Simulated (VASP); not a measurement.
Here is a VASP 6.6.1 calculation.

The input INCAR:

```
SYSTEM = Si4C5
PREC = Accurate
ENCUT = 520
EDIFF = 1E-6
ISMEAR = 0
SIGMA = 0.05
LREAL = .FALSE.
LASPH = .TRUE.
NELM = 150
ALGO = Normal
ISIF = 2
LWAVE = .FALSE.
LCHARG = .TRUE.
ISPIN = 2
MAGMOM = 0 0 0 0 0 0 0 0 2
LORBIT = 11
LDIPOL = .TRUE.
IDIPOL = 3
DIPOL = 0.5 0.5 0.322
GGA = PE
LELF = .TRUE.
LVHAR = .TRUE.
LVACPOTAV = .TRUE.
NBANDS = 32
```

KPOINTS

```
Automatic mesh
0
G
  9 5 1
  0 0 0
```

The input POSCAR:

```
Si4C5
1.0
    3.0920147294      0.0000000000      0.0000000000
    0.0000000000      5.0738209150      0.0000000000
    0.0000000000      0.0000000000     18.9686857271
Si C
4 5
Direct
    0.0000000000      0.9954360478      0.2108738611
    0.5000000000      0.4954360478      0.2579297184
    0.5000000000      0.9936728437      0.3565277199
    0.0000000000      0.4650509218      0.3853429993
    0.0000000000      0.6195639522      0.2108738611
    0.5000000000      0.1195639522      0.2579297184
    0.5000000000      0.6250367736      0.3569005385
    0.0000000000      0.1238202484      0.3937376492
    0.5000000000      0.9571535817      0.4664029787
```

Potentials or basis: VASP PAW PBE potentials, release 64 (Si, C).

Run with:

```bash
$ cat potpaw_PBE.64/Si/POTCAR potpaw_PBE.64/C/POTCAR > POTCAR
$ mpirun -np 1 vasp_std > vasp.out
```

**Question.** Predict the largest force.

**Answer.** 2.887 eV/Å.

**Question.** What does it give for the site moments?

**Answer.** Si +0.02, +0.01; C +0.01, +0.02, +0.03, -0.00, +0.61 μB.

**Question.** Predict the net moment.

**Answer.** 1.45 μB per cell.

Forces on the atoms (eV/Å):
```
Si   0.000 -2.003  1.720
Si   0.000  0.558 -2.833
Si   0.000 -1.177 -1.241
Si   0.000  1.914  0.306
C    0.000  1.129  1.599
C    0.000  0.340 -0.418
C    0.000 -0.605 -0.266
C    0.000 -0.602  1.138
C    0.000  0.446 -0.006
```
